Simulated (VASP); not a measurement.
Set up this calculation in VASP 6.6.1, as the native input.

```yaml
Task: single point
Functional: LDA
Potentials_or_basis: VASP PAW LDA potentials, release 64 (Sc_sv, Cu)
Cutoff: 520 eV
k_mesh: 8 × 8 × 8
Occupations: fermi-dirac, width 0.1 eV
Spin: no spin polarisation
Dipole_correction: no
Further_INCAR_settings: ALGO = Normal; EDIFF = 1e-06; NBANDS = 18
```

The structure of ScCu lies in POSCAR:

```
ScCu
1.0
    3.1664146007      0.0000000000      0.0000000000
    0.0000000000      3.1664146007      0.0000000000
    0.0000000000      0.0000000000      3.1664146007
Sc Cu
1 1
Direct
    0.5000000000      0.5000000000      0.5000000000
    0.0000000000      0.0000000000      0.0000000000
```

These files were run (other wordings do the same):

INCAR

```
ALGO = Normal
EDIFF = 1E-6
ENCUT = 520
ISIF = 2
ISMEAR = -1
LASPH = T
LCHARG = T
LELF = T
LREAL = F
LVHAR = T
LWAVE = F
NBANDS = 18
NELM = 60
PREC = Accurate
SIGMA = 0.1
```

KPOINTS

```
k-points
0
Gamma
  8 8 8
```

Potentials or basis: VASP PAW LDA potentials, release 64 (Sc_sv, Cu).

The run is started by

```bash
$ cat potpaw_LDA.64/Sc_sv/POTCAR potpaw_LDA.64/Cu/POTCAR > POTCAR
$ mpirun -np 1 vasp_std > vasp.out
```

Results of the run:

| Item | Value |
| --- | --- |
| Pressure | 0.7 GPa |
| Band gap on the k mesh | zero (bands 11 and 12 overlap by 2.15 eV) |

Wall time 16 s on 1 thread of AMD EPYC 7R13 (shared host), peak memory 0.11 GiB.
